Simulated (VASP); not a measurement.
# SnTe (Fm-3m) in VASP: notebook

SnTe is run at these levels: revPBE+D3(BJ), BLYP+D4; tasks: relaxation of cell and atoms.

All numbers are computed with VASP 6.6.1; they aren't measurements. Logs are shortened: lines on timing, memory, paths and dates and some standing lists are left out, and cuts for length are marked.

### Step 1. The cell of the first run

The structure is cubic, space group Fm-3m (No. 225). The conventional cell has a = 6.302 Å, b = 6.302 Å, c = 6.302 Å, α = 90.00°, β = 90.00°, γ = 90.00°. Within 4.1 Å of Te (site symmetry m-3m) lie 6 Sn at 3.15 Å. Within 4.1 Å of Sn (site symmetry m-3m) lie 6 Te at 3.15 Å.

### Step 2. Relaxation of cell and atoms, revPBE+D3(BJ)

INCAR

```
SYSTEM = SnTe
PREC     = Accurate       ! precision mode
ENCUT    = 600            ! plane-wave cutoff, eV
EDIFF    = 1E-7           ! SCF threshold, eV
ISMEAR   = -1             ! smearing method
SIGMA    = 0.05           ! smearing width, eV
LREAL    = .False.        ! projectors in reciprocal space
LASPH    = .True.         ! aspherical terms in the spheres
NELM     = 100            ! most SCF steps
ALGO     = Normal         ! electronic algorithm
ISIF     = 3              ! what is computed and relaxed
LWAVE    = .False.        ! write WAVECAR
LCHARG   = .False.        ! write CHGCAR
GGA      = RE             ! functional
IVDW     = 12             ! dispersion correction
IBRION   = 2              ! ionic algorithm
NSW      = 60             ! ionic steps
EDIFFG   = -0.01          ! ionic threshold
```

KPOINTS

```
Automatic mesh
0
Gamma
  7 7 7
  0 0 0
```

POSCAR

```
SnTe
1.0
    0.0000000000      3.1508500000      3.1508500000
    3.1508500000      0.0000000000      3.1508500000
    3.1508500000      3.1508500000      0.0000000000
Te Sn
1 1
Direct
    0.5000000000      0.5000000000      0.5000000000
    0.0000000000      0.0000000000      0.0000000000
```

Potentials or basis: VASP PAW PBE potentials, release 64 (Te, Sn_d).

On the command line:

```
$ cat potpaw_PBE.64/Te/POTCAR potpaw_PBE.64/Sn_d/POTCAR > POTCAR
$ mpirun -np 1 vasp_std > vasp.out
```

OUTCAR:

```text
SYSTEM = SnTe
   PREC = Accurate
   ENCUT = 600
   EDIFF = 1E-7
   ISMEAR = -1
   LREAL = .False.
   LASPH = .True.
   NELM = 100
   ISIF = 3
   GGA = RE
   IVDW = 12
   IBRION = 2
   NSW = 60
   EDIFFG = -0.01
 IVDW          = 12

 ion  position               nearest neighbor table
   1  0.500  0.500  0.500-   2 3.15   2 3.15   2 3.15   2 3.15   2 3.15   2 3.15
   2  0.000  0.000  0.000-   1 3.15   1 3.15   1 3.15   1 3.15   1 3.15   1 3.15

  LATTYP: Found a face centered cubic cell.
 ALAT       =     6.3017000000

  Lattice vectors:

 A1 = (   0.0000000000,   3.1508500000,   3.1508500000)
 A2 = (   3.1508500000,   0.0000000000,   3.1508500000)
 A3 = (   3.1508500000,   3.1508500000,   0.0000000000)

Analysis of symmetry for initial positions (statically):
[... 33 lines left out ...]
                                     Primitive cell

  volume of cell :      62.5624

  direct lattice vectors                    reciprocal lattice vectors
     0.000000000  3.150850000  3.150850000    -0.158687338  0.158687338  0.158687338
     3.150850000  0.000000000  3.150850000     0.158687338 -0.158687338  0.158687338
     3.150850000  3.150850000  0.000000000     0.158687338  0.158687338 -0.158687338

  length of vectors
     4.455974803  4.455974803  4.455974803     0.274854533  0.274854533  0.274854533

  position of ions in fractional coordinates (direct lattice)
     0.500000000  0.500000000  0.500000000
     0.000000000  0.000000000  0.000000000

  ion indices of the primitive-cell ions
   primitive index   ion index
                 1           1
                 2           2

----------------------------------------------------------------------------------------

 KPOINTS: Automatic mesh

Automatic generation of k-mesh.
 Grid dimensions read from file:
 generate k-points for:    7    7    7

 Generating k-lattice:

  Cartesian coordinates                     Fractional coordinates (reciprocal lattice)
    -0.022669620  0.022669620  0.022669620     0.142857143  0.000000000  0.000000000
     0.022669620 -0.022669620  0.022669620     0.000000000  0.142857143  0.000000000
     0.022669620  0.022669620 -0.022669620     0.000000000  0.000000000  0.142857143

  Length of vectors
     0.039264933  0.039264933  0.039264933

  Shift w.r.t. Gamma in fractional coordinates (k-lattice)
     0.000000000  0.000000000  0.000000000

 Subroutine IBZKPT returns following result:
 ===========================================

 Found     20 irreducible k-points:

 Following reciprocal coordinates:
            Coordinates               Weight
  0.000000  0.000000  0.000000      1.000000
  0.142857  0.000000  0.000000      8.000000
  0.285714  0.000000  0.000000      8.000000
  0.428571  0.000000  0.000000      8.000000
  0.142857  0.142857  0.000000      6.000000
  0.285714  0.142857  0.000000     24.000000
[... 12 lines left out ...]
 -0.428571  0.428571  0.142857     24.000000
 -0.285714  0.428571  0.142857     24.000000
   k-points           NKPTS =     20   k-points in BZ     NKDIM =     20   number of bands    NBANDS=     14
   number of dos      NEDOS =    301   number of ions     NIONS =      2
   total plane-waves  NPLWV =  46656
   dimension x,y,z NGX =    36 NGY =   36 NGZ =   36
   dimension x,y,z NGXF=    72 NGYF=   72 NGZF=   72
   ions per type =               1   1
   NGX,Y,Z   is equivalent  to a cutoff of  13.43, 13.43, 13.43 a.u.
   NGXF,Y,Z  is equivalent  to a cutoff of  26.86, 26.86, 26.86 a.u.
 SYSTEM =  SnTe
   PREC   = accura    normal or accurate (medium, high low for compatibility)
   ISTART =      0    job   : 0-new  1-cont  2-samecut
   ICHARG =      2    charge: 1-file 2-atom 10-const
   ISPIN  =      1    spin polarized calculation?
   LNONCOLLINEAR =      F non collinear calculations
   LSORBIT =      F    spin-orbit coupling
   LASPH  =      T    aspherical Exc in radial PAW
   ENCUT  =  600.0 eV  44.10 Ry    6.64 a.u.   8.90  8.90  8.90*2*pi/ulx,y,z
   NELM   =    100;   NELMIN=  2; NELMDL= -5     # of ELM steps
   EDIFF  = 0.1E-06   stopping-criterion for ELM
   LREAL  =      F    real-space projection
   EDIFFG = -.1E-01   stopping-criterion for IOM
   NSW    =     60    number of steps for IOM
   IBRION =      2    ionic relax: 0-MD 1-quasi-New 2-CG
   NFREE  =      1    steps in history (QN), initial steepest desc. (CG)
   ISIF   =      3    stress and relaxation
   ISYM   =      2    0-nonsym 1-usesym 2-fastsym
   POTIM  = 0.5000    time-step for ionic-motion
   TEBEG  =    0.0;   TEEND  =   0.0 temperature during run
   PSTRESS=    0.0 pullay stress
   NELECT =      20.0000    total number of electrons
   NUPDOWN=      -1.0000    fix difference up-down
   EMIN   =  10.00;   EMAX   =-10.00  energy-range for DOS
   EFERMI =   0.00;   METHOD = LEGACY
   ISMEAR =    -1;   SIGMA  =   0.05  broadening in eV -4-tet -1-fermi 0-gaus
   EFERMI_NEDOS =   21; number of points for ismear=-14 and -15
   IALGO  =     38    algorithm
   IMIX   =      4    mixing-type and parameters
     AMIX     =   0.40;   BMIX     =  1.00
     AMIX_MAG =   1.60;   BMIX_MAG =  1.00
  volume/ion in A,a.u.               =      31.28       211.10
  Fermi-wavevector in a.u.,A,eV,Ry     =   1.119387  2.115336 17.048485  1.253028
  Thomas-Fermi vector in A             =   2.256026
   LORBIT       =      0    0 simple, 1 ext, 2 COOP (PROOUT), +10 PAW based schemes
   GGA     = RE    functional components
   LHFCALC =     F    Hartree Fock is set to
   AEXX    =    0.0000 exact exchange contribution
   IVDW    =    12    specifies the selected vdW correction
   LEPSILON=     F    determine dielectric tensor
   LRPA    =     F    only Hartree local field effects (RPA)
 conjugate gradient relaxation of ions
 non-spin polarized calculation
  energy-cutoff  :      600.00
  volume of cell :       62.56
 maximum number of plane-waves:      2106
   NGX = 17   NGY = 17   NGZ = 17

--------------------------------------- Ionic step        1  -------------------------------------------

 number of electron      19.9999998 magnetization

 Free energy of the ion-electron system (eV)
  ---------------------------------------------------
  ext. energy  EPLUGINS =         0.00000000
  ---------------------------------------------------
  free energy    TOTEN  =        -6.92035559 eV

  energy without entropy =       -6.92028044  energy(sigma->0) =       -6.92031802

------------------------ aborting loop because EDIFF is reached ----------------------------------------

 Edisp (eV)   -1.50470

 E8    (eV) :    -1.0896

  FORCE on cell =-STRESS in cart. coord.  units (eV):
  Direction    XX          YY          ZZ          XY          YZ          ZX
  --------------------------------------------------------------------------------------
  -------------------------------------------------------------------------------------
  Total      -0.29377    -0.29377    -0.29377    -0.00000    -0.00000     0.00000
  in kB      -7.52331    -7.52331    -7.52331    -0.00000    -0.00000     0.00000
  external pressure =       -7.52 kB  Pullay stress =        0.00 kB

 VOLUME and BASIS-vectors are now :
 -----------------------------------------------------------------------------
  energy-cutoff  :      600.00
  volume of cell :       62.56
      direct lattice vectors                 reciprocal lattice vectors
     0.000000000  3.150850000  3.150850000    -0.158687338  0.158687338  0.158687338
     3.150850000  0.000000000  3.150850000     0.158687338 -0.158687338  0.158687338
     3.150850000  3.150850000  0.000000000     0.158687338  0.158687338 -0.158687338

 POSITION                                       TOTAL-FORCE (eV/Angst)
 -----------------------------------------------------------------------------------
      3.15085      3.15085      3.15085         0.000000     -0.000000      0.000000
      0.00000      0.00000      0.00000        -0.000000      0.000000     -0.000000
 -----------------------------------------------------------------------------------
    total drift:                               -0.000000      0.000000      0.000000
[... 25 lines left out ...]
 VOLUME and BASIS-vectors are now :
 -----------------------------------------------------------------------------
  energy-cutoff  :      600.00
  volume of cell :       61.24
      direct lattice vectors                 reciprocal lattice vectors
    -0.000000000  3.128522494  3.128522494    -0.159819851  0.159819851  0.159819851
     3.128522494 -0.000000000  3.128522494     0.159819851 -0.159819851  0.159819851
     3.128522494  3.128522494 -0.000000000     0.159819851  0.159819851 -0.159819851

 POSITION                                       TOTAL-FORCE (eV/Angst)
 -----------------------------------------------------------------------------------
      3.12852      3.12852      3.12852         0.000000      0.000000      0.000000
      3.12852     -0.00000      3.12852        -0.000000     -0.000000     -0.000000
 -----------------------------------------------------------------------------------
    total drift:                                0.000000      0.000000      0.000000

  FREE ENERGIE OF THE ION-ELECTRON SYSTEM (eV)
  ---------------------------------------------------
  free  energy   TOTEN  =        -8.4273587949 eV

  energy  without entropy=       -8.4272674085  energy(sigma->0) =       -8.42731310

--------------------------------------- Ionic step        3  -------------------------------------------

 number of electron      19.9999997 magnetization

 Free energy of the ion-electron system (eV)
  ---------------------------------------------------
  ext. energy  EPLUGINS =         0.00000000
  ---------------------------------------------------
  free energy    TOTEN  =        -6.89630818 eV

  energy without entropy =       -6.89622100  energy(sigma->0) =       -6.89626459

 E-fermi :   7.3521     XC(G=0):  -9.4999

 val. band max:        7.0468901048   @ k =   0.4286   0.0000   0.0000
 cond. band min:       7.7136865194   @ k =   0.4286   0.0000   0.0000
 fundamental gap:      0.6667964146
 Fermi energy:         7.3520585483

 k-point     1 :       0.0000    0.0000    0.0000
  band No.  band energies     occupation
      1     -14.7132      2.00000
      2     -14.7132      2.00000
      3     -14.7081      2.00000
      4     -14.7081      2.00000
      5     -14.7081      2.00000
      6      -5.6738      2.00000
      7       2.6843      2.00000
      8       5.0482      2.00000
      9       5.0482      2.00000
     10       5.0482      2.00000
     11      10.6586      0.00000
     12      10.6586      0.00000
     13      10.6586      0.00000
     14      11.9663      0.00000

 k-point     2 :       0.1429    0.0000    0.0000
  band No.  band energies     occupation
      1     -14.7141      2.00000
      2     -14.7141      2.00000
      3     -14.7078      2.00000
      4     -14.7069      2.00000
      5     -14.7069      2.00000
      6      -5.4984      2.00000
      7       1.7299      2.00000
      8       5.0785      2.00000
      9       5.0785      2.00000
     10       5.7172      2.00000
     11       9.7910      0.00000
     12       9.7910      0.00000
     13       9.8512      0.00000
     14      11.9481      0.00000
[... 321 lines left out ...]
 VOLUME and BASIS-vectors are now :
 -----------------------------------------------------------------------------
  energy-cutoff  :      600.00
  volume of cell :       61.52
      direct lattice vectors                 reciprocal lattice vectors
    -0.000000000  3.133192919  3.133192919    -0.159581619  0.159581619  0.159581619
     3.133192919 -0.000000000  3.133192919     0.159581619 -0.159581619  0.159581619
     3.133192919  3.133192919 -0.000000000     0.159581619  0.159581619 -0.159581619

 POSITION                                       TOTAL-FORCE (eV/Angst)
 -----------------------------------------------------------------------------------
      3.13319      3.13319      3.13319        -0.000000      0.000000     -0.000000
      0.00000      0.00000      0.00000         0.000000     -0.000000      0.000000
 -----------------------------------------------------------------------------------
    total drift:                               -0.000000      0.000000      0.000000

  FREE ENERGIE OF THE ION-ELECTRON SYSTEM (eV)
  ---------------------------------------------------
  free  energy   TOTEN  =        -8.4275459834 eV

  energy  without entropy=       -8.4274588011  energy(sigma->0) =       -8.42750239

 reached required accuracy - stopping structural energy minimisation
```

Wall time 58 s (1 thread of Intel Xeon 6975P-C, shared host); peak memory 0.23 GiB.

Results:

| Quantity | Value |
| --- | --- |
| Free energy | -8.4275 eV |
| Relaxed volume | 30.76 Å³/atom |
| Relaxed cell | a = 4.431 Å, b = 4.431 Å, c = 4.431 Å, α = 60.00°, β = 60.00°, γ = 60.00° |
| Space group after relaxing (to 0.05 Å) | Fm-3m (No. 225) |
| Energy gained by relaxing | 1.2 meV/atom |
| Ionic steps | 3 |
| Pressure after relaxing | 0.0 GPa |
| Dispersion energy per atom | -0.766 eV |

Step by step:
| step | energy change (eV) | largest force (eV/Å) | pressure (GPa) | volume (Å³) |
| --- | --- | --- | --- | --- |
| 1 | 0.0000 | 0.0000 | -0.75 | 62.56 |
| 2 | -0.0023 | 0.0000 | 0.21 | 61.24 |
| 3 | -0.0025 | 0.0000 | 0.00 | 61.52 |

Final structure:
```yaml
crystal:
  lattice:
    - [0.00000, 3.13319, 3.13319]
    - [3.13319, 0.00000, 3.13319]
    - [3.13319, 3.13319, 0.00000]
  atoms:
    - { symbol: Te, position: [0.50000, 0.50000, 0.50000] }
    - { symbol: Sn, position: [0.00000, 0.00000, 0.00000] }
```

Levels at points of the mesh, in eV from the Fermi level:
| k point | band 7 | band 8 | band 9 | band 10 | band 11 | band 12 | band 13 | band 14 |
| --- | --- | --- | --- | --- | --- | --- | --- | --- |
| (0.00, 0.00, 0.00) | -4.67 | -2.30 | -2.30 | -2.30 | 3.31 | 3.31 | 3.31 | 4.61 |

Caveat: this odd mesh misses L, where the gap lies, so gap, dielectric constants and Born charges aren't listed; the PAW data sets were made with another functional, which shifts forces and pressure a little; spin-orbit coupling is left out, which moves the levels of the heavy elements.

### Step 3. Relaxation of cell and atoms, BLYP+D4

INCAR

```
SYSTEM = SnTe
  PREC = Accurate
  ENCUT = 600
  EDIFF = 1E-6
  ISMEAR = -1
  SIGMA = 0.05
  LREAL = .False.
  LASPH = .True.
  NELM = 100
  ALGO = Normal
  ISIF = 3
  LWAVE = .False.
  LCHARG = .False.
  GGA = B5
  ALDAX = 1.0
  AGGAX = 1.0
  AGGAC = 1.0
  ALDAC = 0.0
  IVDW = 13
  VDW_S6 = 1.0
  VDW_S8 = 2.34076671
  VDW_A1 = 0.44488865
  VDW_A2 = 4.0933009
  IBRION = 2
  NSW = 60
  EDIFFG = -0.01
```

KPOINTS

```
regular mesh
0
Gamma
  7 7 7
  0 0 0
```

POSCAR is that of step 2.

Potentials or basis: VASP PAW PBE potentials, release 64 (Te, Sn_d).

On the command line:

```
$ cat potpaw_PBE.64/Te/POTCAR potpaw_PBE.64/Sn_d/POTCAR > POTCAR
$ mpirun -np 1 vasp_std > vasp.out
```

Wall time 83 s (1 thread of Intel Xeon 6975P-C, shared host); peak memory 0.23 GiB.

The run converged. Its results:

```
Free energy                            : -7.8424 eV
Relaxed volume                         : 32.71 Å³/atom
Relaxed cell                           : a = 4.523 Å, b = 4.523 Å, c = 4.523 Å, α = 60.00°, β = 60.00°, γ = 60.00°
Space group after relaxing (to 0.05 Å) : Fm-3m (No. 225)
Energy gained by relaxing              : 8.0 meV/atom
Ionic steps                            : 3
Pressure after relaxing                : 0.0 GPa
Dispersion energy per atom             : -0.792 eV
```

Step by step:
```tsv
step	energy change (eV)	largest force (eV/Å)	pressure (GPa)	volume (Å³)
1	0.0000	0.0000	1.92	62.56
2	-0.0154	0.0000	-0.30	66.02
3	-0.0160	0.0000	-0.04	65.42
```

Final structure:
```
Te Sn
1.0
     0.00000    3.19812    3.19812
     3.19812    0.00000    3.19812
     3.19812    3.19812    0.00000
Te Sn
1 1
Direct
  0.50000 0.50000 0.50000
  0.00000 0.00000 0.00000
```

Levels at points of the mesh, in eV from the Fermi level:
```
           k point  band 6  band 7  band 8  band 9  band 10  band 11  band 12  band 13  band 14
(0.00, 0.00, 0.00)  -12.55   -5.06   -2.11   -2.11    -2.11     3.11     3.11     3.11     4.99
```

Caveat: this odd mesh misses L, where the gap lies, so gap, dielectric constants and Born charges aren't listed; the PAW data sets were made with another functional, which shifts forces and pressure a little; spin-orbit coupling is left out, which moves the levels of the heavy elements. Zero-point motion and thermal expansion aren't in these numbers.
